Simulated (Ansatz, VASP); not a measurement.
# One calculation of CaO, two programs

```
CELL_PARAMETERS angstrom
0.00000 2.38358 2.38358
2.38358 0.00000 2.38358
2.38358 2.38358 0.00000
ATOMIC_POSITIONS crystal
Ca 0.00000 0.00000 0.00000
O 0.50000 0.50000 0.50000
```

Alike in both runs: functional PBEsol; k mesh 14 × 14 × 14; occupations fermi-dirac, width 0.05 eV; no spin polarisation.

Ansatz relaxed the structure, and its values are those at the end. VASP's run is a single point on that final structure, the one shown.

|  | VASP | Ansatz |
| --- | --- | --- |
| version | VASP 6.6.1 | Ansatz 0.2.0 |
| potentials or method | VASP PAW PBE potentials, release 64 (Ca_sv, O) | PAW with Ansatz's default frozen-core files, scalar-relativistic |
| plane-wave cutoff (eV) | 520 | 420 |
| valence electrons in the cell | 16 | 16 |

Ansatz gave:

```
gap on the k mesh at the Fermi level (eV) : 3.54
pressure (GPa)                            : 0.0
```

Question: Which values does VASP return?

Answer: gap on the k mesh at the Fermi level (eV): 3.52; pressure (GPa): 0.7.

VASP's potentials were made for PBE, not for PBEsol.
